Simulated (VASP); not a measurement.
# Ti3H2 (R-3m) in VASP: single point with PBE

Aim: the single point of Ti3H2 with PBE.

All numbers are computed with VASP 6.6.1; they aren't measurements. Logs are shortened: lines on timing, memory, paths and dates and some standing lists are left out, and cuts for length are marked.

### 1 The cell of the first run

It takes space group R-3m (No. 166, trigonal). The conventional cell has a = 2.956 Å, b = 2.956 Å, c = 21.718 Å, α = 90.00°, β = 90.00°, γ = 120.00°. Within 2.8 Å of Ti (site symmetry 3m) lie 3 H at 2.13 Å. Ti (site symmetry -3m) has 6 H at 2.07 Å within 2.7 Å. Within 2.7 Å of H (site symmetry 3m) lie 6 Ti at 2.07 to 2.13 Å.

### 2 Single point, PBE

File INCAR:

```
PREC = Accurate
ENCUT = 520
EDIFF = 1E-6
ISMEAR = 0
SIGMA = 0.2
LREAL = False
LASPH = True
NELM = 100
ALGO = Normal
ISIF = 2
LWAVE = False
LCHARG = False
GGA = PE
NBANDS = 27
```

File KPOINTS:

```
Automatic mesh
0
Gamma
  6 6 6
```

File POSCAR:

```
Ti3H2
1.0
    1.4778923577      0.8532615505      7.2393109804
   -1.4778923577      0.8532615505      7.2393109804
    0.0000000000     -1.7065231011      7.2393109804
Ti H
3 2
Direct
    0.7795050305      0.7795050305      0.7795050305
    0.2204949695      0.2204949695      0.2204949695
    0.0000000000      0.0000000000      0.0000000000
    0.3873572762      0.3873572762      0.3873572762
    0.6126427238      0.6126427238      0.6126427238
```

Potentials or basis: VASP PAW PBE potentials, release 64 (Ti_sv, H).

On the command line:

```
$ cat potpaw_PBE.64/Ti_sv/POTCAR potpaw_PBE.64/H/POTCAR > POTCAR
$ mpirun -np 1 vasp_std > vasp.out
```

OUTCAR:

```text
PREC = Accurate
   ENCUT = 520
   EDIFF = 1E-6
   ISMEAR = 0
   LREAL = False
   LASPH = True
   NELM = 100
   ISIF = 2
   GGA = PE

 ion  position               nearest neighbor table
   1  0.780  0.780  0.780-   2 2.89   2 2.89   2 2.89
   2  0.220  0.220  0.220-   1 2.89   1 2.89   1 2.89
   3  0.000  0.000  0.000-
   4  0.387  0.387  0.387-
   5  0.613  0.613  0.613-

  LATTYP: Found a trigonal (rhomboedric) cell.
 ALAT       =     7.4377311437
 COS(alpha) =     0.9210349979

  Lattice vectors:

 A1 = (   1.4778923577,   0.8532615505,   7.2393109804)
 A2 = (  -1.4778923577,   0.8532615505,   7.2393109804)
 A3 = (   0.0000000000,  -1.7065231011,   7.2393109804)

Analysis of symmetry for initial positions (statically):
=====================================================================
 Subroutine PRICEL returns:
 Original cell was already a primitive cell.

 Routine SETGRP: Setting up the symmetry group for a
 trigonal (rhombohedral) supercell.

 Subroutine GETGRP returns: Found 12 space group operations
 (whereof 12 operations were pure point group operations)
 out of a pool of 12 trial point group operations.

The static configuration has the point symmetry D_3d.

Analysis of symmetry for dynamics (positions and initial velocities):
=====================================================================
 Subroutine PRICEL returns:
 Original cell was already a primitive cell.

 Routine SETGRP: Setting up the symmetry group for a
 trigonal (rhombohedral) supercell.

 Subroutine GETGRP returns: Found 12 space group operations
 (whereof 12 operations were pure point group operations)
 out of a pool of 12 trial point group operations.

The dynamic configuration has the point symmetry D_3d.

 Subroutine INISYM returns: Found 12 space group operations
 (whereof 12 operations are pure point group operations),
 and found     1 'primitive' translations

----------------------------------------------------------------------------------------

                                     Primitive cell

  volume of cell :      54.7739

  direct lattice vectors                    reciprocal lattice vectors
     1.477892358  0.853261550  7.239310980     0.338319633  0.195328931  0.046044898
    -1.477892358  0.853261550  7.239310980    -0.338319633  0.195328931  0.046044898
     0.000000000 -1.706523101  7.239310980     0.000000000 -0.390657862  0.046044898

  length of vectors
     7.437731144  7.437731144  7.437731144     0.393362044  0.393362044  0.393362044

  position of ions in fractional coordinates (direct lattice)
     0.779505030  0.779505030  0.779505030
     0.220494970  0.220494970  0.220494970
     0.000000000  0.000000000  0.000000000
     0.387357276  0.387357276  0.387357276
     0.612642724  0.612642724  0.612642724

  ion indices of the primitive-cell ions
   primitive index   ion index
                 1           1
                 2           2
                 3           3
                 4           4
                 5           5

----------------------------------------------------------------------------------------

 KPOINTS: Automatic mesh

Automatic generation of k-mesh.
 Grid dimensions read from file:
 generate k-points for:    6    6    6

 Generating k-lattice:

  Cartesian coordinates                     Fractional coordinates (reciprocal lattice)
     0.056386605  0.032554822  0.007674150     0.166666667  0.000000000  0.000000000
    -0.056386605  0.032554822  0.007674150     0.000000000  0.166666667  0.000000000
     0.000000000 -0.065109644  0.007674150     0.000000000  0.000000000  0.166666667

  Length of vectors
     0.065560341  0.065560341  0.065560341

  Shift w.r.t. Gamma in fractional coordinates (k-lattice)
     0.000000000  0.000000000  0.000000000

 Subroutine IBZKPT returns following result:
 ===========================================

 Found     32 irreducible k-points:

 Following reciprocal coordinates:
            Coordinates               Weight
  0.000000  0.000000  0.000000      1.000000
  0.166667  0.000000 -0.000000      6.000000
  0.333333  0.000000 -0.000000      6.000000
  0.500000  0.000000 -0.000000      3.000000
  0.166667  0.166667 -0.000000      6.000000
  0.333333  0.166667  0.000000     12.000000
[... 16 lines left out ...]
  0.500000  0.500000  0.166667      6.000000
 -0.333333  0.500000  0.166667     12.000000
 [... further k-points ...]
   k-points           NKPTS =     32   k-points in BZ     NKDIM =     32   number of bands    NBANDS=     27
   number of dos      NEDOS =    301   number of ions     NIONS =      5
   total plane-waves  NPLWV = 175616
   dimension x,y,z NGX =    56 NGY =   56 NGZ =   56
   dimension x,y,z NGXF=   112 NGYF=  112 NGZF=  112
   ions per type =               3   2
   NGX,Y,Z   is equivalent  to a cutoff of  12.52, 12.52, 12.52 a.u.
   NGXF,Y,Z  is equivalent  to a cutoff of  25.03, 25.03, 25.03 a.u.
 SYSTEM =  unknown system
   PREC   = accura    normal or accurate (medium, high low for compatibility)
   ISTART =      0    job   : 0-new  1-cont  2-samecut
   ICHARG =      2    charge: 1-file 2-atom 10-const
   ISPIN  =      1    spin polarized calculation?
   LNONCOLLINEAR =      F non collinear calculations
   LSORBIT =      F    spin-orbit coupling
   LASPH  =      T    aspherical Exc in radial PAW
   ENCUT  =  520.0 eV  38.22 Ry    6.18 a.u.  13.83 13.83 13.83*2*pi/ulx,y,z
   NELM   =    100;   NELMIN=  2; NELMDL= -5     # of ELM steps
   EDIFF  = 0.1E-05   stopping-criterion for ELM
   LREAL  =      F    real-space projection
   EDIFFG = 0.1E-04   stopping-criterion for IOM
   NSW    =      0    number of steps for IOM
   IBRION =     -1    ionic relax: 0-MD 1-quasi-New 2-CG
   NFREE  =      0    steps in history (QN), initial steepest desc. (CG)
   ISIF   =      2    stress and relaxation
   ISYM   =      2    0-nonsym 1-usesym 2-fastsym
   POTIM  = 0.5000    time-step for ionic-motion
   TEBEG  =    0.0;   TEEND  =   0.0 temperature during run
   PSTRESS=    0.0 pullay stress
   NELECT =      38.0000    total number of electrons
   NUPDOWN=      -1.0000    fix difference up-down
   EMIN   =  10.00;   EMAX   =-10.00  energy-range for DOS
   EFERMI =   0.00;   METHOD = LEGACY
   ISMEAR =     0;   SIGMA  =   0.20  broadening in eV -4-tet -1-fermi 0-gaus
   EFERMI_NEDOS =   21; number of points for ismear=-14 and -15
   IALGO  =     38    algorithm
   IMIX   =      4    mixing-type and parameters
     AMIX     =   0.40;   BMIX     =  1.00
     AMIX_MAG =   1.60;   BMIX_MAG =  1.00
  volume/ion in A,a.u.               =      10.95        73.93
  Fermi-wavevector in a.u.,A,eV,Ry     =   1.449255  2.738695 28.576870  2.100341
  Thomas-Fermi vector in A             =   2.567003
   LORBIT       =      0    0 simple, 1 ext, 2 COOP (PROOUT), +10 PAW based schemes
   GGA     = PE    functional components
   LHFCALC =     F    Hartree Fock is set to
   AEXX    =    0.0000 exact exchange contribution
   IVDW    =     0    specifies the selected vdW correction
   LEPSILON=     F    determine dielectric tensor
   LRPA    =     F    only Hartree local field effects (RPA)
 non-spin polarized calculation
 Gauss-broadening in eV      SIGMA  =   0.20
  energy-cutoff  :      520.00
  volume of cell :       54.77
 maximum number of plane-waves:      1514
   NGX = 27   NGY = 27   NGZ = 27

 number of electron      38.0000006 magnetization

 Free energy of the ion-electron system (eV)
  ---------------------------------------------------
  ext. energy  EPLUGINS =         0.00000000
  ---------------------------------------------------
  free energy    TOTEN  =       -31.43881350 eV

  energy without entropy =      -31.31861037  energy(sigma->0) =      -31.37871193

 E-fermi :   8.4756     XC(G=0): -11.6932

 val. band max:        8.4730088152   @ k =  -0.3333   0.1667   0.0000
 cond. band min:       8.4787260124   @ k =  -0.3333  -0.3333   0.1667
 fundamental gap:      0.0057171972
 Fermi energy:         8.4755886463

 k-point     1 :       0.0000    0.0000    0.0000
  band No.  band energies     occupation
      1     -48.3406      2.00000
      2     -48.2651      2.00000
      3     -48.2414      2.00000
      4     -24.7484      2.00000
      5     -24.7007      2.00000
      6     -24.3248      2.00000
[... 19 lines left out ...]
     26      10.2517      0.00000
     27      11.1966      0.00000

 k-point     2 :       0.1667    0.0000   -0.0000
  band No.  band energies     occupation
      1     -48.3177      2.00000
      2     -48.2528      2.00000
      3     -48.2256      2.00000
      4     -24.7357      2.00000
      5     -24.6772      2.00000
      6     -24.4271      2.00000
[... 19 lines left out ...]
     26      10.0776      0.00000
     27      11.3044      0.00000

 k-point     3 :       0.3333    0.0000   -0.0000
  band No.  band energies     occupation
      1     -48.2690      2.00000
      2     -48.2287      2.00000
      3     -48.1958      2.00000
      4     -24.7513      2.00000
      5     -24.7350      2.00000
      6     -24.6468      2.00000
[... 19 lines left out ...]
     26      11.0335      0.00000
     27      11.4854      0.00000

 k-point     4 :       0.5000    0.0000   -0.0000
  band No.  band energies     occupation
      1     -48.2412      2.00000
      2     -48.2188      2.00000
      3     -48.1818      2.00000
      4     -24.8377      2.00000
      5     -24.7921      2.00000
      6     -24.7625      2.00000
[... 19 lines left out ...]
     26      11.8314      0.00000
     27      11.8770      0.00000

 k-point     5 :       0.1667    0.1667   -0.0000
  band No.  band energies     occupation
      1     -48.3170      2.00000
      2     -48.2552      2.00000
      3     -48.2239      2.00000
      4     -24.7537      2.00000
      5     -24.6559      2.00000
      6     -24.4224      2.00000
[... 19 lines left out ...]
     26      10.2447      0.00000
     27      11.0484      0.00000

 k-point     6 :       0.3333    0.1667    0.0000
  band No.  band energies     occupation
      1     -48.2807      2.00000
      2     -48.2369      2.00000
      3     -48.2015      2.00000
      4     -24.7266      2.00000
      5     -24.6877      2.00000
      6     -24.5746      2.00000
[... 444 lines left out ...]
      1     -48.2400      2.00000
      2     -48.2210      2.00000
      3     -48.1809      2.00000
      4     -24.7682      2.00000
      5     -24.7565      2.00000
      6     -24.6851      2.00000
[... 19 lines left out ...]
     26      11.5188      0.00000
     27      11.7300      0.00000

 k-point    22 :      -0.1667    0.3333    0.1667
  band No.  band energies     occupation
      1     -48.2410      2.00000
      2     -48.2194      2.00000
      3     -48.1815      2.00000
      4     -24.7853      2.00000
      5     -24.7605      2.00000
      6     -24.6915      2.00000
[... 19 lines left out ...]
     26      11.7574      0.00000
     27      11.8804      0.00000

 k-point    23 :       0.5000    0.5000    0.1667
  band No.  band energies     occupation
      1     -48.2645      2.00000
      2     -48.2371      2.00000
      3     -48.1918      2.00000
      4     -24.7523      2.00000
      5     -24.6986      2.00000
      6     -24.6575      2.00000
[... 19 lines left out ...]
     26      11.1864      0.00000
     27      11.2268      0.00000

 k-point    24 :      -0.3333    0.5000    0.1667
  band No.  band energies     occupation
      1     -48.2394      2.00000
      2     -48.2218      2.00000
      3     -48.1807      2.00000
      4     -24.7824      2.00000
      5     -24.7479      2.00000
      6     -24.6730      2.00000
[... 19 lines left out ...]
     26      11.4463      0.00000
     27      11.8465      0.00000

 [... further k-points ...]
[... 5 lines left out ...]
  --------------------------------------------------------------------------------------
  -------------------------------------------------------------------------------------
  Total       -0.1567974     -0.1567974     -0.0932921      0.0000000      0.0000000      0.0000000
  in kB       -4.5864438     -4.5864438     -2.7288654      0.0000000      0.0000000      0.0000000
  external PRESSURE =      -3.9672510 kB  Pullay stress =       0.0000000 kB

 VOLUME and BASIS-vectors are now :
 -----------------------------------------------------------------------------
  energy-cutoff  :      520.00
  volume of cell :       54.77
      direct lattice vectors                 reciprocal lattice vectors
     1.477892358  0.853261550  7.239310980     0.338319633  0.195328931  0.046044898
    -1.477892358  0.853261550  7.239310980    -0.338319633  0.195328931  0.046044898
     0.000000000 -1.706523101  7.239310980     0.000000000 -0.390657862  0.046044898

 POSITION                                       TOTAL-FORCE (eV/Angst)
 -----------------------------------------------------------------------------------
      0.00000     -0.00000     16.92924         0.000000     -0.000000      0.074595
      0.00000     -0.00000      4.78869         0.000000      0.000000     -0.074595
      0.00000      0.00000      0.00000         0.000000      0.000000      0.000000
      0.00000     -0.00000      8.41260         0.000000     -0.000000      0.040376
      0.00000     -0.00000     13.30533         0.000000      0.000000     -0.040376
 -----------------------------------------------------------------------------------
    total drift:                               -0.000000     -0.000000     -0.000000

  FREE ENERGIE OF THE ION-ELECTRON SYSTEM (eV)
  ---------------------------------------------------
  free  energy   TOTEN  =       -31.4388134977 eV

  energy  without entropy=      -31.3186103656  energy(sigma->0) =      -31.37871193
```

Wall time 3 min (1 thread of Intel Xeon Platinum 8488C (Sapphire Rapids), shared host); peak memory 0.4 GiB.

Results:

```yaml
Free_energy: -31.4388 eV
Pressure: -0.4 GPa
Largest_force: 0.075 eV/Å
Band_gap_on_the_k_mesh: zero (band 19 reaches 8.97 eV, above the bottom of band 20 at 8.29 eV)
```

Forces on the atoms (eV/Å):
```
Ti   0.000  0.000  0.075
Ti   0.000  0.000 -0.075
Ti   0.000  0.000  0.000
H    0.000  0.000  0.040
H    0.000  0.000 -0.040
```

Stress tensor (GPa, compression positive):
```
-0.46  0.00  0.00
 0.00 -0.46  0.00
 0.00  0.00 -0.27
```

Levels at points of the mesh, in eV from the Fermi level:
```
           k point  band 15  band 16  band 17  band 18  band 19  band 20  band 21  band 22  band 23  band 24
(0.00, 0.00, 0.00)    -4.08    -1.46    -0.55     0.40     0.40     0.68     0.75     0.75     1.01     1.01
(0.50, 0.00, 0.00)    -2.81    -2.15    -1.40    -1.01    -0.16     0.39     0.86     1.04     2.29     2.36
(0.50, 0.50, 0.00)    -2.81    -1.87    -1.54    -0.86     0.13     0.38     0.60     0.88     1.01     3.20
(0.50, 0.50, 0.50)    -2.94    -2.52     0.01     0.40     0.49     0.49     0.69     0.69     0.88     0.88
```

Caveat: the k points lie up to 0.41 Å⁻¹ apart.
